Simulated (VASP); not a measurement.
Write the native input for VASP 6.6.1 that does the following.

```
Task                   : single point
Functional             : PBE
Dispersion             : D3(BJ)
Potentials or basis    : VASP PAW PBE potentials, release 64 (Na_pv, S, Li_sv, Cl)
Cutoff                 : 650 eV
k mesh                 : 1 × 1 × 1, shifted
Occupations            : fermi-dirac, width 0.062 eV
Spin                   : no spin polarisation
Dipole correction      : no
Further INCAR settings : LREAL = Auto; ALGO = Normal; EDIFF = 1e-06; NBANDS = 76; ISYM = -1
```

The structure of Na2LiSCl lies in POSCAR:

```
Na2LiSCl
1.0
    7.4085490000      0.0137370000      0.1666930000
    0.0137370000      7.2540610000      0.1094660000
    0.1666930000      0.1094660000      7.7222800000
Na S Li Cl
8 4 4 4
Direct
    0.9888290562      0.9669012168      0.6592188200
    0.0319887491      0.6716008925      0.2531720212
    0.6889105192      0.7728344388      1.0592720471
    0.2222847384      0.1778895647      0.2581689386
    0.8688503540      0.2683349796      0.9583093557
    0.4905379595      0.4213389455      0.7000627363
    0.3274565252      0.9838858362      0.7930485870
    0.5969944776      0.8542200151      0.4451700989
    0.2050208488      0.2894886621      0.5865950592
    0.7246213076      0.5184491259      0.2919654750
    0.2594065308      0.7563977638      0.5123692626
    0.6558390252      0.1223430395      0.6293174842
    0.5925791972      0.2388942759      0.3398780406
    0.1142149050      0.5666688683      0.6955538002
    0.8876596137      0.3730008456      0.5771228763
    0.3885186397      0.5714030644      0.3095046352
    0.4955076552      1.0456611034      0.1521000280
    0.7967972437      0.6004828990      0.7480022760
    0.0127127989      0.9795625624      0.0820691648
    0.2862132568      0.5188865758      0.0160361727
```

These files were run (other wordings do the same):

INCAR

```
PREC = Accurate
ENCUT = 650
EDIFF = 1E-6
ISMEAR = -1
SIGMA = 0.062
LREAL = Auto
LASPH = True
NELM = 120
ALGO = Normal
ISIF = 2
LWAVE = False
LCHARG = False
GGA = PE
IVDW = 12
ISYM = -1
NBANDS = 76
GGA_COMPAT = False
```

KPOINTS

```
explicit points
1
Reciprocal
  0.25000000   0.25000000   0.25000000 1
```

Potentials or basis: VASP PAW PBE potentials, release 64 (Na_pv, S, Li_sv, Cl).

Command:

```sh
$ cat potpaw_PBE.64/Na_pv/POTCAR potpaw_PBE.64/S/POTCAR potpaw_PBE.64/Li_sv/POTCAR potpaw_PBE.64/Cl/POTCAR > POTCAR
$ mpirun -np 1 vasp_std > vasp.out
```

Results of the run:

```
Pressure                   : 1.4 GPa
Largest force              : 1.442 eV/Å
Dispersion energy per atom : -0.231 eV
```

Caveat: the atoms stand as in a frame of molecular dynamics.

It took 63 s on 1 thread of AMD EPYC 9R45 96-Core Processor (Zen 5), with other jobs on the host, peak memory 0.5 GiB.
